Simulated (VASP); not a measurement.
A run of VASP 6.6.1 is set up as follows.

Contents of INCAR:

```
PREC = Accurate
ENCUT = 600
EDIFF = 1E-6
ISMEAR = -1
SIGMA = 0.05
LREAL = False
LASPH = True
NELM = 80
ALGO = Normal
ISIF = 3
LWAVE = False
LCHARG = False
GGA = PE
IVDW = 12
IBRION = 2
NSW = 60
EDIFFG = -0.01
```

File KPOINTS:

```
Automatic mesh
0
Gamma
  9 9 9
```

POSCAR

```
Pb
1.0
   -1.9796595667      1.9796595667      1.9796595667
    1.9796595667     -1.9796595667      1.9796595667
    1.9796595667      1.9796595667     -1.9796595667
Pb
1
Direct
    0.0000000000      0.0000000000      0.0000000000
```

Potentials or basis: VASP PAW PBE potentials, release 64 (Pb_d).

Run with:

```sh
$ cat potpaw_PBE.64/Pb_d/POTCAR > POTCAR
$ mpirun -np 1 vasp_std > vasp.out
```

Task: Predict the relaxed volume.

Result: 30.10 Å³/atom.

Task: Predict the relaxed cell.

Result: a = 3.394 Å, b = 3.394 Å, c = 3.394 Å, α = 109.47°, β = 109.47°, γ = 109.47°.

Task: What does it give for the space group after relaxing (to 0.05 Å)?

Result: Im-3m (No. 229).

Task: What does it give for the band gap on the k mesh?

Result: Zero (band 7 reaches 15.07 eV, above the bottom of band 8 at 5.28 eV).

Step by step:
```
step  energy change (eV)  largest force (eV/Å)  pressure (GPa)  volume (Å³)
   1              0.0000                0.0000           -1.27        31.03
   2             -0.0037                0.0000            0.26        29.94
   3             -0.0038                0.0000            0.01        30.10
```

Caveat: spin-orbit coupling is left out, which moves the levels of the heavy elements; pairwise dispersion overbinds metals, which lowers pressure and volume.
